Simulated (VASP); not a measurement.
# Ti: single point with PBE

The system is Ti, a slab with vacuum.

```
CELL_PARAMETERS angstrom
2.94000 0.00000 0.00000
-1.47000 2.54611 0.00000
0.00000 0.00000 18.97500
ATOMIC_POSITIONS crystal
Ti 0.33333 0.66667 0.31621
Ti 0.66667 0.33333 0.43874
Ti 0.33333 0.66667 0.56126
Ti 0.66667 0.33333 0.68379
```

```yaml
Program: VASP 6.6.1
Task: single point
Functional: PBE
Potentials_or_basis: VASP PAW PBE potentials, release 64 (Ti_sv)
Cutoff: 400 eV
k_mesh: 6 × 6 × 1
Occupations: fermi-dirac, width 0.1 eV
Spin: no spin polarisation
```

```
Largest force          : 0.591 eV/Å
Band gap on the k mesh : zero (bands 24 and 25 overlap by 0.90 eV)
```

Forces on the atoms (eV/Å):
```
Ti   0.000  0.000  0.419
Ti   0.000  0.000 -0.591
Ti   0.000  0.000  0.591
Ti   0.000  0.000 -0.419
```

Levels at points of the mesh, in eV from the Fermi level:
```csv
k point,band 20,band 21,band 22,band 23,band 24,band 25,band 26,band 27,band 28,band 29
"(0.00, 0.00, 0.00)",-2.80,-0.15,-0.01,0.33,0.59,0.69,0.69,0.74,0.74,0.77
"(0.50, 0.00, 0.00)",-1.96,-1.40,-1.02,-0.80,0.07,0.47,0.75,1.07,1.16,1.33
```

Run time: 25 s on 1 thread of Intel(R) Xeon(R) 6975P-C (Granite Rapids), with other jobs on the host, peak memory 0.2 GiB.

Caveat: the k points lie up to 0.41 Å⁻¹ apart, too coarse for converged energies and pressures of a metal.
